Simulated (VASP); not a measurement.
# Ta (Fm-3m) in VASP: a series of runs

Runs on Ta. Level: PBEsol. Tasks: single point.

Everything below comes from runs of VASP 6.6.1. Logs are shortened: lines on timing, memory, paths and dates and some standing lists are left out, and cuts for length are marked.

## Step 1: The cell of the first run

It takes space group Fm-3m (No. 225, cubic). Conventional cell: a = 4.259 Å, b = 4.259 Å, c = 4.259 Å, α = 90.00°, β = 90.00°, γ = 90.00°. Ta (site symmetry m-3m) has 12 Ta at 3.01 Å within 4.0 Å.

## Step 2: Single point, PBEsol (Hf replaced by Ta, lengths x 0.983, strained)

Contents of INCAR:

```
PREC = Accurate
ENCUT = 520
EDIFF = 1E-6
ISMEAR = 0
SIGMA = 0.1
LREAL = F
LASPH = T
NELM = 60
ALGO = Fast
ISIF = 2
LWAVE = F
LCHARG = F
GGA = PS
NBANDS = 12
```

Contents of KPOINTS:

```
regular mesh
0
Gamma
  8 8 8
```

Contents of POSCAR:

```
Ta
1.0
    0.0000000000      2.1297289646      2.1297289646
    2.1297289646      0.0000000000      2.1297289646
    2.1297289646      2.1297289646      0.0000000000
Ta
1
Direct
    0.0000000000      0.0000000000      0.0000000000
```

Potentials or basis: VASP PAW PBE potentials, release 64 (Ta_pv).

Command:

```bash
> cat potpaw_PBE.64/Ta_pv/POTCAR > POTCAR
> mpirun -np 1 vasp_std > vasp.out
```

OUTCAR:

```text
PREC = Accurate
   ENCUT = 520
   EDIFF = 1E-6
   ISMEAR = 0
   LREAL = F
   LASPH = T
   NELM = 60
   ISIF = 2
   GGA = PS

 ion  position               nearest neighbor table
   1  0.000  0.000  0.000-

  LATTYP: Found a face centered cubic cell.
 ALAT       =     4.2594579292

  Lattice vectors:

 A1 = (   0.0000000000,   2.1297289646,   2.1297289646)
 A2 = (   2.1297289646,   0.0000000000,   2.1297289646)
 A3 = (   2.1297289646,   2.1297289646,   0.0000000000)

Analysis of symmetry for initial positions (statically):
=====================================================================
 Subroutine PRICEL returns:
 Original cell was already a primitive cell.

 Routine SETGRP: Setting up the symmetry group for a
 face centered cubic supercell.

 Subroutine GETGRP returns: Found 48 space group operations
 (whereof 48 operations were pure point group operations)
 out of a pool of 48 trial point group operations.

The static configuration has the point symmetry O_h .

Analysis of symmetry for dynamics (positions and initial velocities):
=====================================================================
 Subroutine PRICEL returns:
 Original cell was already a primitive cell.

 Routine SETGRP: Setting up the symmetry group for a
 face centered cubic supercell.

 Subroutine GETGRP returns: Found 48 space group operations
 (whereof 48 operations were pure point group operations)
 out of a pool of 48 trial point group operations.

The dynamic configuration has the point symmetry O_h .

 Subroutine INISYM returns: Found 48 space group operations
 (whereof 48 operations are pure point group operations),
 and found     1 'primitive' translations

----------------------------------------------------------------------------------------

                                     Primitive cell

  volume of cell :      19.3198

  direct lattice vectors                    reciprocal lattice vectors
     0.000000000  2.129728965  2.129728965    -0.234771658  0.234771658  0.234771658
     2.129728965  0.000000000  2.129728965     0.234771658 -0.234771658  0.234771658
     2.129728965  2.129728965  0.000000000     0.234771658  0.234771658 -0.234771658

  length of vectors
     3.011891586  3.011891586  3.011891586     0.406636440  0.406636440  0.406636440

  position of ions in fractional coordinates (direct lattice)
     0.000000000  0.000000000  0.000000000

  ion indices of the primitive-cell ions
   primitive index   ion index
                 1           1

----------------------------------------------------------------------------------------

 KPOINTS: regular mesh

Automatic generation of k-mesh.
 Grid dimensions read from file:
 generate k-points for:    8    8    8

 Generating k-lattice:

  Cartesian coordinates                     Fractional coordinates (reciprocal lattice)
    -0.029346457  0.029346457  0.029346457     0.125000000  0.000000000  0.000000000
     0.029346457 -0.029346457  0.029346457     0.000000000  0.125000000  0.000000000
     0.029346457  0.029346457 -0.029346457     0.000000000  0.000000000  0.125000000

  Length of vectors
     0.050829555  0.050829555  0.050829555

  Shift w.r.t. Gamma in fractional coordinates (k-lattice)
     0.000000000  0.000000000  0.000000000

 Subroutine IBZKPT returns following result:
 ===========================================

 Found     29 irreducible k-points:

 Following reciprocal coordinates:
            Coordinates               Weight
  0.000000  0.000000  0.000000      1.000000
  0.125000  0.000000  0.000000      8.000000
  0.250000  0.000000  0.000000      8.000000
  0.375000  0.000000  0.000000      8.000000
  0.500000  0.000000  0.000000      4.000000
  0.125000  0.125000  0.000000      6.000000
[... 16 lines left out ...]
  0.500000  0.250000  0.125000     48.000000
 -0.375000  0.250000  0.125000     24.000000
 [... further k-points ...]
   k-points           NKPTS =     29   k-points in BZ     NKDIM =     29   number of bands    NBANDS=     12
   number of dos      NEDOS =    301   number of ions     NIONS =      1
   total plane-waves  NPLWV =  13824
   dimension x,y,z NGX =    24 NGY =   24 NGZ =   24
   dimension x,y,z NGXF=    48 NGYF=   48 NGZF=   48
   ions per type =               1
   NGX,Y,Z   is equivalent  to a cutoff of  13.25, 13.25, 13.25 a.u.
   NGXF,Y,Z  is equivalent  to a cutoff of  26.49, 26.49, 26.49 a.u.
 SYSTEM =  unknown system
   PREC   = accura    normal or accurate (medium, high low for compatibility)
   ISTART =      0    job   : 0-new  1-cont  2-samecut
   ICHARG =      2    charge: 1-file 2-atom 10-const
   ISPIN  =      1    spin polarized calculation?
   LNONCOLLINEAR =      F non collinear calculations
   LSORBIT =      F    spin-orbit coupling
   LASPH  =      T    aspherical Exc in radial PAW
   ENCUT  =  520.0 eV  38.22 Ry    6.18 a.u.   5.60  5.60  5.60*2*pi/ulx,y,z
   NELM   =     60;   NELMIN=  2; NELMDL= -5     # of ELM steps
   EDIFF  = 0.1E-05   stopping-criterion for ELM
   LREAL  =      F    real-space projection
   EDIFFG = 0.1E-04   stopping-criterion for IOM
   NSW    =      0    number of steps for IOM
   IBRION =     -1    ionic relax: 0-MD 1-quasi-New 2-CG
   NFREE  =      0    steps in history (QN), initial steepest desc. (CG)
   ISIF   =      2    stress and relaxation
   ISYM   =      2    0-nonsym 1-usesym 2-fastsym
   POTIM  = 0.5000    time-step for ionic-motion
   TEBEG  =    0.0;   TEEND  =   0.0 temperature during run
   PSTRESS=    0.0 pullay stress
   NELECT =      11.0000    total number of electrons
   NUPDOWN=      -1.0000    fix difference up-down
   EMIN   =  10.00;   EMAX   =-10.00  energy-range for DOS
   EFERMI =   0.00;   METHOD = LEGACY
   ISMEAR =     0;   SIGMA  =   0.10  broadening in eV -4-tet -1-fermi 0-gaus
   EFERMI_NEDOS =   21; number of points for ismear=-14 and -15
   IALGO  =     68    algorithm
   IMIX   =      4    mixing-type and parameters
     AMIX     =   0.40;   BMIX     =  1.00
     AMIX_MAG =   1.60;   BMIX_MAG =  1.00
  volume/ion in A,a.u.               =      19.32       130.38
  Fermi-wavevector in a.u.,A,eV,Ry     =   1.356869  2.564111 25.049613  1.841095
  Thomas-Fermi vector in A             =   2.483836
   LORBIT       =      0    0 simple, 1 ext, 2 COOP (PROOUT), +10 PAW based schemes
   GGA     = PS    functional components
   LHFCALC =     F    Hartree Fock is set to
   AEXX    =    0.0000 exact exchange contribution
   IVDW    =     0    specifies the selected vdW correction
   LEPSILON=     F    determine dielectric tensor
   LRPA    =     F    only Hartree local field effects (RPA)
 non-spin polarized calculation
 RMM-DIIS sequential band-by-band and
 Gauss-broadening in eV      SIGMA  =   0.10
  energy-cutoff  :      520.00
  volume of cell :       19.32
 maximum number of plane-waves:       534
 NGX is ok and might be reduce to    24
   NGX = 11   NGY = 11   NGZ = 11

 number of electron      11.0000000 magnetization

 Free energy of the ion-electron system (eV)
  ---------------------------------------------------
  ext. energy  EPLUGINS =         0.00000000
  ---------------------------------------------------
  free energy    TOTEN  =       -12.24124182 eV

  energy without entropy =      -12.23075186  energy(sigma->0) =      -12.23599684

 E-fermi :   5.1082     XC(G=0): -12.3795

 val. band max:        5.1071520579   @ k =   0.1250   0.0000   0.0000
 cond. band min:       5.1196012074   @ k =   0.3750   0.2500   0.1250
 fundamental gap:      0.0124491495
 Fermi energy:         5.1081560245

 k-point     1 :       0.0000    0.0000    0.0000
  band No.  band energies     occupation
      1     -28.5791      2.00000
      2     -28.5791      2.00000
      3     -28.5791      2.00000
      4      -2.8841      2.00000
      5       5.5652      0.00000
      6       5.5652      0.00000
      7       5.5652      0.00000
      8       8.4294      0.00000
      9       8.4294      0.00000
     10      17.5725      0.00000
     11      19.0990      0.00000
     12      22.2338      0.00000

 k-point     2 :       0.1250    0.0000    0.0000
  band No.  band energies     occupation
      1     -28.7226      2.00000
      2     -28.5976      2.00000
      3     -28.5976      2.00000
      4      -2.2943      2.00000
      5       5.1072      1.01133
      6       5.8173      0.00000
      7       5.8173      0.00000
      8       8.2173      0.00000
      9       8.2173      0.00000
     10      18.6917      0.00000
     11      19.0961      0.00000
     12      20.2088      0.00000

 k-point     3 :       0.2500    0.0000    0.0000
  band No.  band energies     occupation
      1     -29.0567      2.00000
      2     -28.6418      2.00000
      3     -28.6418      2.00000
      4      -0.8466      2.00000
      5       4.4627      2.00000
      6       5.9529      0.00000
      7       5.9529      0.00000
      8       8.4924      0.00000
      9       8.4924      0.00000
     10      17.5036      0.00000
     11      19.1007      0.00000
     12      21.0215      0.00000

 k-point     4 :       0.3750    0.0000    0.0000
  band No.  band energies     occupation
      1     -29.3753      2.00000
      2     -28.6855      2.00000
      3     -28.6855      2.00000
      4       0.3529      2.00000
      5       4.8851      1.99839
      6       5.5534      0.00000
      7       5.5534      0.00000
      8       9.8341      0.00000
      9       9.8341      0.00000
     10      15.7410      0.00000
     11      18.6128      0.00000
     12      19.1253      0.00000

 k-point     5 :       0.5000    0.0000    0.0000
  band No.  band energies     occupation
      1     -29.5032      2.00000
      2     -28.7034      2.00000
      3     -28.7034      2.00000
      4       0.6203      2.00000
      5       5.3440      0.00085
      6       5.3440      0.00085
      7       5.7415      0.00000
      8      10.6829      0.00000
      9      10.6830      0.00000
     10      14.7031      0.00000
     11      17.1130      0.00000
     12      19.1085      0.00000

 k-point     6 :       0.1250    0.1250    0.0000
  band No.  band energies     occupation
      1     -28.7189      2.00000
      2     -28.6291      2.00000
      3     -28.6291      2.00000
      4      -2.0963      2.00000
      5       4.8040      1.99998
      6       6.0448      0.00000
      7       6.0448      0.00000
      8       7.4656      0.00000
      9       8.7057      0.00000
     10      19.0970      0.00000
     11      19.1794      0.00000
     12      21.0811      0.00000

 k-point     7 :       0.2500    0.1250    0.0000
  band No.  band energies     occupation
      1     -28.9663      2.00000
      2     -28.6824      2.00000
      3     -28.6685      2.00000
      4      -0.9014      2.00000
      5       4.1365      2.00000
      6       5.9694      0.00000
      7       6.4423      0.00000
      8       7.4704      0.00000
      9       9.0831      0.00000
     10      19.0469      0.00000
     11      19.2207      0.00000
     12      21.3071      0.00000

 k-point     8 :       0.3750    0.1250    0.0000
  band No.  band energies     occupation
      1     -29.2708      2.00000
      2     -28.7299      2.00000
      3     -28.7260      2.00000
      4       0.5438      2.00000
      5       4.0479      2.00000
      6       5.1812      0.30174
      7       6.2173      0.00000
      8       9.1732      0.00000
      9      10.1598      0.00000
     10      16.8282      0.00000
     11      19.1002      0.00000
     12      19.9529      0.00000
[... 166 lines left out ...]
 k-point    20 :      -0.3750    0.3750    0.0000
  band No.  band energies     occupation
      1     -29.2989      2.00000
      2     -29.1166      2.00000
      3     -28.8442      2.00000
      4       1.9508      2.00000
      5       2.8637      2.00000
      6       5.5349      0.00000
      7       8.3926      0.00000
      8      10.3323      0.00000
      9      12.1708      0.00000
     10      14.9858      0.00000
     11      17.8549      0.00000
     12      19.9309      0.00000

 k-point    21 :       0.5000    0.5000    0.0000
  band No.  band energies     occupation
      1     -29.4456      2.00000
      2     -28.9138      2.00000
      3     -28.9138      2.00000
      4       0.8795      2.00000
      5       1.9221      2.00000
      6       7.8846      0.00000
      7      10.6562      0.00000
      8      11.3510      0.00000
      9      11.3510      0.00000
     10      15.9346      0.00000
     11      15.9346      0.00000
     12      16.7148      0.00000

 k-point    22 :       0.3750    0.2500    0.1250
  band No.  band energies     occupation
      1     -29.1354      2.00000
      2     -28.8141      2.00000
      3     -28.6995      2.00000
      4       0.3940      2.00000
      5       3.6199      2.00000
      6       5.1196      0.87142
      7       7.3567      0.00000
      8       7.5295      0.00000
      9      10.2827      0.00000
     10      18.7379      0.00000
     11      19.1404      0.00000
     12      21.9423      0.00000

 k-point    23 :       0.5000    0.2500    0.1250
  band No.  band energies     occupation
      1     -29.3055      2.00000
      2     -28.9167      2.00000
      3     -28.7527      2.00000
      4       1.7087      2.00000
      5       3.6874      2.00000
      6       4.3677      2.00000
      7       6.9343      0.00000
      8       9.2297      0.00000
      9      11.7935      0.00000
     10      15.9371      0.00000
     11      20.3860      0.00000
     12      20.5046      0.00000

 k-point    24 :      -0.3750    0.2500    0.1250
  band No.  band energies     occupation
      1     -29.3778      2.00000
      2     -28.9489      2.00000
      3     -28.7814      2.00000
      4       2.0733      2.00000
      5       3.5326      2.00000
      6       4.8915      1.99781
      7       6.6522      0.00000
      8      10.1672      0.00000
      9      12.7803      0.00000
     10      13.7176      0.00000
     11      19.9836      0.00000
     12      20.6962      0.00000

 [... further k-points ...]
[... 5 lines left out ...]
  --------------------------------------------------------------------------------------
  -------------------------------------------------------------------------------------
  Total       -1.1383093     -1.1383093     -1.1383093      0.0000000     -0.0000000     -0.0000000
  in kB      -94.3990978    -94.3990978    -94.3990978      0.0000000     -0.0000000     -0.0000000
  external PRESSURE =     -94.3990978 kB  Pullay stress =       0.0000000 kB

 VOLUME and BASIS-vectors are now :
 -----------------------------------------------------------------------------
  energy-cutoff  :      520.00
  volume of cell :       19.32
      direct lattice vectors                 reciprocal lattice vectors
     0.000000000  2.129728965  2.129728965    -0.234771658  0.234771658  0.234771658
     2.129728965  0.000000000  2.129728965     0.234771658 -0.234771658  0.234771658
     2.129728965  2.129728965  0.000000000     0.234771658  0.234771658 -0.234771658

 POSITION                                       TOTAL-FORCE (eV/Angst)
 -----------------------------------------------------------------------------------
      0.00000      0.00000      0.00000         0.000000      0.000000     -0.000000
 -----------------------------------------------------------------------------------
    total drift:                                0.000000      0.000000     -0.000000

  FREE ENERGIE OF THE ION-ELECTRON SYSTEM (eV)
  ---------------------------------------------------
  free  energy   TOTEN  =       -12.2412418180 eV

  energy  without entropy=      -12.2307518605  energy(sigma->0) =      -12.23599684
```

Wall time 4.2 s (1 thread of Intel Xeon Platinum 8488C (Sapphire Rapids), shared host); peak memory 0.13 GiB.

Results:

* Free energy: -12.2412 eV
* Pressure: -9.4 GPa

Caveat: the cell differs from its parent crystal (Hf replaced by Ta, lengths x 0.983, strained); the PAW data sets were made with another functional, which shifts forces and pressure a little; spin-orbit coupling is left out, which moves the levels of the heavy elements.

## Step 3: Single point, PBEsol (Hf replaced by Ta, lengths x 0.983, strained)

Contents of INCAR:

```
SYSTEM = Ta
  PREC = Accurate
  ENCUT = 520
  EDIFF = 1E-6
  ISMEAR = 0
  SIGMA = 0.1
  LREAL = .FALSE.
  LASPH = .TRUE.
  NELM = 100
  ALGO = Normal
  ISIF = 2
  LWAVE = .FALSE.
  LCHARG = .FALSE.
  GGA = PS
  NBANDS = 12
```

Contents of KPOINTS:

```
Automatic mesh
0
G
  8 8 8
  0 0 0
```

Contents of POSCAR:

```
Ta
1.0
    0.0000000000      2.2305565440      2.2305565440
    2.2305565440      0.0000000000      2.2305565440
    2.2305565440      2.2305565440      0.0000000000
Ta
1
Direct
    0.0000000000      0.0000000000      0.0000000000
```

Potentials or basis: VASP PAW PBE potentials, release 64 (Ta_pv).

Command:

```bash
> cat potpaw_PBE.64/Ta_pv/POTCAR > POTCAR
> mpirun -np 1 vasp_std > vasp.out
```

Run time: 3.7 s. Hardware: 1 thread of Intel Xeon Platinum 8488C (Sapphire Rapids), shared host; peak memory 0.13 GiB.

Results (log left out):

- Free energy: -11.8930 eV
- Pressure: -27.2 GPa

Levels at points of the mesh, in eV from the Fermi level:
```tsv
k point	band 2	band 3	band 4	band 5	band 6	band 7	band 8	band 9
(0.00, 0.00, 0.00)	-34.22	-34.22	-7.43	0.42	0.42	0.42	2.77	2.77
(0.50, 0.00, 0.00)	-34.30	-34.30	-4.01	0.25	0.25	0.27	4.60	4.60
(0.50, 0.50, 0.00)	-34.43	-34.43	-3.59	-2.64	2.12	4.57	5.14	5.14
```

Caveat: the cell differs from its parent crystal (Hf replaced by Ta, lengths x 0.983, strained); the PAW data sets were made with another functional, which shifts forces and pressure a little; spin-orbit coupling is left out, which moves the levels of the heavy elements.
